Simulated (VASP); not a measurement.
# YbC (P-6m2) in VASP: notebook

YbC is run at these levels: PBEsol; tasks: single point, relaxation of shape and atoms at fixed volume.

Everything below comes from runs of VASP 6.6.1. Logs are shortened: lines on timing, memory, paths and dates and some standing lists are left out, and cuts for length are marked.

### Step 1. The cell of the first run

Symmetry: P-6m2, No. 187, hexagonal system. The conventional cell has a = 3.379 Å, b = 3.379 Å, c = 3.033 Å, α = 90.00°, β = 90.00°, γ = 120.00°. Within 3.4 Å of Yb (site symmetry -6m2) lie 6 C at 2.47 Å and 8 Yb at 3.03 to 3.38 Å. Within 3.4 Å of C (site symmetry -6m2) lie 6 Yb at 2.47 Å and 8 C at 3.03 to 3.38 Å.

### Step 2. Single point, PBEsol, collinear spin

File INCAR:

```
ALGO = Normal ; EDIFF = 1E-6
ENCUT = 520 ; GGA = PS
ISIF = 2 ; ISMEAR = 0
ISPIN = 2 ; LASPH = True
LCHARG = True ; LELF = True
LMAXMIX = 6 ; LORBIT = 11
LREAL = False ; LVHAR = True
LWAVE = False ; MAGMOM = 0.05 0
NBANDS = 25 ; NELM = 150
PREC = Accurate ; SIGMA = 0.05
```

File KPOINTS:

```
k-points
0
Gamma
  12 12 10
```

File POSCAR:

```
YbC
1.0
    3.3791077522      0.0000000000      0.0000000000
   -1.6895538761      2.9263931555      0.0000000000
    0.0000000000      0.0000000000      3.0331045383
Yb C
1 1
Direct
    0.0000000000      0.0000000000      0.0000000000
    0.6666666667      0.3333333333      0.5000000000
```

Potentials or basis: VASP PAW PBE potentials, release 64 (Yb, C).

Command:

```bash
$ cat potpaw_PBE.64/Yb/POTCAR potpaw_PBE.64/C/POTCAR > POTCAR
$ mpirun -np 1 vasp_std > vasp.out
```

OUTCAR:

```text
EDIFF = 1E-6
   ENCUT = 520
   GGA = PS
   ISIF = 2
   ISMEAR = 0
   ISPIN = 2
   LASPH = True
   LORBIT = 11
   LREAL = False
   NELM = 150
   PREC = Accurate

 ion  position               nearest neighbor table
   1  0.000  0.000  0.000-   2 2.47   2 2.47   2 2.47   2 2.47   2 2.47   2 2.47
   2  0.667  0.333  0.500-   1 2.47   1 2.47   1 2.47   1 2.47   1 2.47   1 2.47

  LATTYP: Found a hexagonal cell.
 ALAT       =     3.3791077522
 C/A-ratio  =     0.8976051552

  Lattice vectors:

 A1 = (   3.3791077522,   0.0000000000,   0.0000000000)
 A2 = (  -1.6895538761,   2.9263931555,   0.0000000000)
 A3 = (   0.0000000000,   0.0000000000,   3.0331045383)

Analysis of symmetry for initial positions (statically):
=====================================================================
 Subroutine PRICEL returns:
 Original cell was already a primitive cell.

 Routine SETGRP: Setting up the symmetry group for a
 hexagonal supercell.

 Subroutine GETGRP returns: Found 12 space group operations
 (whereof 12 operations were pure point group operations)
 out of a pool of 24 trial point group operations.

The static configuration has the point symmetry D_3h.

Analysis of symmetry for dynamics (positions and initial velocities):
=====================================================================
 Subroutine PRICEL returns:
 Original cell was already a primitive cell.

 Routine SETGRP: Setting up the symmetry group for a
 hexagonal supercell.

 Subroutine GETGRP returns: Found 12 space group operations
 (whereof 12 operations were pure point group operations)
 out of a pool of 24 trial point group operations.

The dynamic configuration has the point symmetry D_3h.

Analysis of structural, dynamic, and magnetic symmetry:
=====================================================================
 Subroutine PRICEL returns:
 Original cell was already a primitive cell.

 Routine SETGRP: Setting up the symmetry group for a
 hexagonal supercell.

 Subroutine GETGRP returns: Found 12 space group operations
 (whereof 12 operations were pure point group operations)
 out of a pool of 24 trial point group operations.

The overall configuration has the point symmetry D_3h.

 Subroutine INISYM returns: Found 12 space group operations
 (whereof 12 operations are pure point group operations),
 and found     1 'primitive' translations

----------------------------------------------------------------------------------------

                                     Primitive cell

  volume of cell :      29.9932

  direct lattice vectors                    reciprocal lattice vectors
     3.379107752  0.000000000  0.000000000     0.295936109  0.170858792  0.000000000
    -1.689553876  2.926393156  0.000000000     0.000000000  0.341717584  0.000000000
     0.000000000  0.000000000  3.033104538     0.000000000  0.000000000  0.329695198

  length of vectors
     3.379107752  3.379107752  3.033104538     0.341717584  0.341717584  0.329695198

  position of ions in fractional coordinates (direct lattice)
     0.000000000  0.000000000  0.000000000
     0.666666667  0.333333333  0.500000000

  ion indices of the primitive-cell ions
   primitive index   ion index
                 1           1
                 2           2

----------------------------------------------------------------------------------------

 KPOINTS: k-points

Automatic generation of k-mesh.
 Grid dimensions read from file:
 generate k-points for:   12   12   10

 Generating k-lattice:

  Cartesian coordinates                     Fractional coordinates (reciprocal lattice)
     0.024661342  0.014238233  0.000000000     0.083333333  0.000000000  0.000000000
     0.000000000  0.028476465  0.000000000     0.000000000  0.083333333  0.000000000
     0.000000000  0.000000000  0.032969520     0.000000000  0.000000000  0.100000000

  Length of vectors
     0.028476465  0.028476465  0.032969520

  Shift w.r.t. Gamma in fractional coordinates (k-lattice)
     0.000000000  0.000000000  0.000000000

 Subroutine IBZKPT returns following result:
 ===========================================

 Found    114 irreducible k-points:

 Following reciprocal coordinates:
            Coordinates               Weight
  0.000000  0.000000  0.000000      1.000000
  0.083333 -0.000000  0.000000      6.000000
  0.166667 -0.000000  0.000000      6.000000
  0.250000 -0.000000  0.000000      6.000000
  0.333333 -0.000000  0.000000      6.000000
  0.416667  0.000000  0.000000      6.000000
[... 16 lines left out ...]
  0.250000 -0.000000  0.100000     12.000000
  0.333333 -0.000000  0.100000     12.000000
 [... further k-points ...]
   k-points           NKPTS =    114   k-points in BZ     NKDIM =    114   number of bands    NBANDS=     25
   number of dos      NEDOS =    301   number of ions     NIONS =      2
   total plane-waves  NPLWV =  18816
   dimension x,y,z NGX =    28 NGY =   28 NGZ =   24
   dimension x,y,z NGXF=    56 NGYF=   56 NGZF=   48
   ions per type =               1   1
   NGX,Y,Z   is equivalent  to a cutoff of  13.78, 13.78, 13.15 a.u.
   NGXF,Y,Z  is equivalent  to a cutoff of  27.55, 27.55, 26.31 a.u.
 SYSTEM =  unknown system
   PREC   = accura    normal or accurate (medium, high low for compatibility)
   ISTART =      0    job   : 0-new  1-cont  2-samecut
   ICHARG =      2    charge: 1-file 2-atom 10-const
   ISPIN  =      2    spin polarized calculation?
   LNONCOLLINEAR =      F non collinear calculations
   LSORBIT =      F    spin-orbit coupling
   LASPH  =      T    aspherical Exc in radial PAW
   ENCUT  =  520.0 eV  38.22 Ry    6.18 a.u.   6.28  6.28  5.64*2*pi/ulx,y,z
   NELM   =    150;   NELMIN=  2; NELMDL= -5     # of ELM steps
   EDIFF  = 0.1E-05   stopping-criterion for ELM
   LREAL  =      F    real-space projection
   EDIFFG = 0.1E-04   stopping-criterion for IOM
   NSW    =      0    number of steps for IOM
   IBRION =     -1    ionic relax: 0-MD 1-quasi-New 2-CG
   NFREE  =      0    steps in history (QN), initial steepest desc. (CG)
   ISIF   =      2    stress and relaxation
   ISYM   =      2    0-nonsym 1-usesym 2-fastsym
   POTIM  = 0.5000    time-step for ionic-motion
   TEBEG  =    0.0;   TEEND  =   0.0 temperature during run
   PSTRESS=    0.0 pullay stress
   NELECT =      28.0000    total number of electrons
   NUPDOWN=      -1.0000    fix difference up-down
   EMIN   =  10.00;   EMAX   =-10.00  energy-range for DOS
   EFERMI =   0.00;   METHOD = LEGACY
   ISMEAR =     0;   SIGMA  =   0.05  broadening in eV -4-tet -1-fermi 0-gaus
   EFERMI_NEDOS =   21; number of points for ismear=-14 and -15
   IALGO  =     38    algorithm
   IMIX   =      4    mixing-type and parameters
     AMIX     =   0.40;   BMIX     =  1.00
     AMIX_MAG =   1.60;   BMIX_MAG =  1.00
  volume/ion in A,a.u.               =      15.00       101.20
  Fermi-wavevector in a.u.,A,eV,Ry     =   1.600001  3.023563 34.830940  2.560002
  Thomas-Fermi vector in A             =   2.697205
   LORBIT       =     11    0 simple, 1 ext, 2 COOP (PROOUT), +10 PAW based schemes
   GGA     = PS    functional components
   LHFCALC =     F    Hartree Fock is set to
   AEXX    =    0.0000 exact exchange contribution
   IVDW    =     0    specifies the selected vdW correction
   LEPSILON=     F    determine dielectric tensor
   LRPA    =     F    only Hartree local field effects (RPA)
 spin polarized calculation
 Gauss-broadening in eV      SIGMA  =   0.05
  energy-cutoff  :      520.00
  volume of cell :       29.99
 maximum number of plane-waves:       833
 NGX is ok and might be reduce to    28
   NGX = 13   NGY = 13   NGZ = 11

 number of electron      27.9999999 magnetization      -0.0140446

 number of electron      27.9999999 magnetization       0.0112170

 Free energy of the ion-electron system (eV)
  ---------------------------------------------------
  ext. energy  EPLUGINS =         0.00000000
  ---------------------------------------------------
  free energy    TOTEN  =       -12.32141889 eV

  energy without entropy =      -12.31724578  energy(sigma->0) =      -12.31933234

 E-fermi :   2.8516     XC(G=0): -11.9751

 val. band max:        2.8489276025   @ k =   0.2500  -0.0000   0.4000
 cond. band min:       2.8543268197   @ k =   0.2500   0.0833   0.4000
 fundamental gap:      0.0053992172
 Fermi energy:         2.8515776480

 spin component 1

 k-point     1 :       0.0000    0.0000    0.0000
  band No.  band energies     occupation
      1     -48.2388      1.00000
      2     -20.1362      1.00000
      3     -20.1362      1.00000
      4     -19.9714      1.00000
      5      -7.8871      1.00000
      6       1.8376      1.00000
[... 17 lines left out ...]
     24      18.5824      0.00000
     25      21.9048      0.00000
[... 621 lines left out ...]
      3     -20.2470      1.00000
      4     -20.0199      1.00000
      5      -6.2819      1.00000
      6      -0.1211      1.00000
[... 17 lines left out ...]
     24      20.7824      0.00000
     25      21.8143      0.00000

 [... further k-points ...]

 spin component 2

 k-point     1 :       0.0000    0.0000    0.0000
  band No.  band energies     occupation
      1     -48.2374      1.00000
      2     -20.1351      1.00000
      3     -20.1351      1.00000
      4     -19.9699      1.00000
      5      -7.8794      1.00000
      6       1.8419      1.00000
[... 17 lines left out ...]
     24      18.5878      0.00000
     25      21.9062      0.00000
[... 621 lines left out ...]
      3     -20.2459      1.00000
      4     -20.0184      1.00000
      5      -6.2735      1.00000
      6      -0.1142      1.00000
[... 17 lines left out ...]
     24      20.7876      0.00000
     25      21.8169      0.00000

 [... further k-points ...]

------------------------ aborting loop because EDIFF is reached ----------------------------------------

  FORCE on cell =-STRESS in cart. coord.  units (eV):
  Direction    XX          YY          ZZ          XY          YZ          ZX
  --------------------------------------------------------------------------------------
  -------------------------------------------------------------------------------------
  Total        0.1203374      0.1203374      0.1340548      0.0000000      0.0000000      0.0000000
  in kB        6.4281941      6.4281941      7.1609550      0.0000000      0.0000000      0.0000000
  external PRESSURE =       6.6724477 kB  Pullay stress =       0.0000000 kB

 VOLUME and BASIS-vectors are now :
 -----------------------------------------------------------------------------
  energy-cutoff  :      520.00
  volume of cell :       29.99
      direct lattice vectors                 reciprocal lattice vectors
     3.379107752  0.000000000  0.000000000     0.295936109  0.170858792  0.000000000
    -1.689553876  2.926393156  0.000000000     0.000000000  0.341717584  0.000000000
     0.000000000  0.000000000  3.033104538     0.000000000  0.000000000  0.329695198

 POSITION                                       TOTAL-FORCE (eV/Angst)
 -----------------------------------------------------------------------------------
      0.00000      0.00000      0.00000        -0.000000      0.000000      0.000000
      1.68955      0.97546      1.51655         0.000000      0.000000      0.000000
 -----------------------------------------------------------------------------------
    total drift:                               -0.000000      0.000000      0.000000

  FREE ENERGIE OF THE ION-ELECTRON SYSTEM (eV)
  ---------------------------------------------------
  free  energy   TOTEN  =       -12.3214188949 eV

  energy  without entropy=      -12.3172457759  energy(sigma->0) =      -12.31933234

 total charge

# of ion       s       p       d       f       tot
--------------------------------------------------
    1        2.194   6.116   0.638  13.362  22.310
    2        0.914   1.329   0.000   0.000   2.244
--------------------------------------------------
tot          3.108   7.446   0.638  13.362  24.554

 magnetization (x)

# of ion       s       p       d       f       tot
--------------------------------------------------
    1       -0.000   0.001   0.001   0.002   0.003
    2        0.000   0.004   0.000   0.000   0.004
--------------------------------------------------
tot          0.000   0.004   0.001   0.002   0.007
```

Run time: 7.7 min. Hardware: 1 thread of Intel Xeon Platinum 8488C (Sapphire Rapids), shared host; peak memory 0.3 GiB.

Results:

| Quantity | Value |
| --- | --- |
| Free energy | -12.3214 eV |
| Pressure | 0.7 GPa |
| Band gap on the k mesh | zero (filled and empty bands overlap) |
| Net moment | 0.01 μB per cell |
| Valence electrons inside the program's atomic spheres | Yb 22.31; C 2.24 |

Levels at points of the mesh, in eV from the Fermi level:
Spin up:
```
           k point  band 11  band 12  band 13  band 14  band 15  band 16  band 17  band 18
(0.00, 0.00, 0.00)    -0.71    -0.53    -0.27    -0.27     1.04     1.98     5.09     7.80
(0.50, 0.00, 0.00)    -0.67    -0.60    -0.58     0.58     0.97     1.25     7.31     7.87
(0.00, 0.00, 0.50)    -0.61    -0.61    -0.53     0.72     0.72     4.49     4.49     6.51
(0.50, 0.00, 0.50)    -0.68    -0.60    -0.58    -0.56    -0.44     3.39     7.68     9.14
```
Spin down:
| k point | band 10 | band 11 | band 12 | band 13 | band 14 | band 15 | band 16 | band 17 | band 18 | band 19 |
| --- | --- | --- | --- | --- | --- | --- | --- | --- | --- | --- |
| (0.00, 0.00, 0.00) | -0.71 | -0.71 | -0.53 | -0.26 | -0.26 | 1.05 | 1.99 | 5.09 | 7.81 | 7.81 |
| (0.50, 0.00, 0.00) | -0.72 | -0.66 | -0.60 | -0.58 | 0.58 | 0.98 | 1.25 | 7.32 | 7.87 | 8.78 |
| (0.00, 0.00, 0.50) | -0.71 | -0.61 | -0.61 | -0.53 | 0.73 | 0.73 | 4.49 | 4.49 | 6.51 | 6.51 |
| (0.50, 0.00, 0.50) | -0.68 | -0.68 | -0.60 | -0.57 | -0.56 | -0.44 | 3.39 | 7.68 | 9.15 | 10.32 |

Caveat: the PAW data sets were made with another functional, which shifts forces and pressure a little; spin-orbit coupling is left out, which moves the levels of the heavy elements.

(Continued in part 2 of 2.)
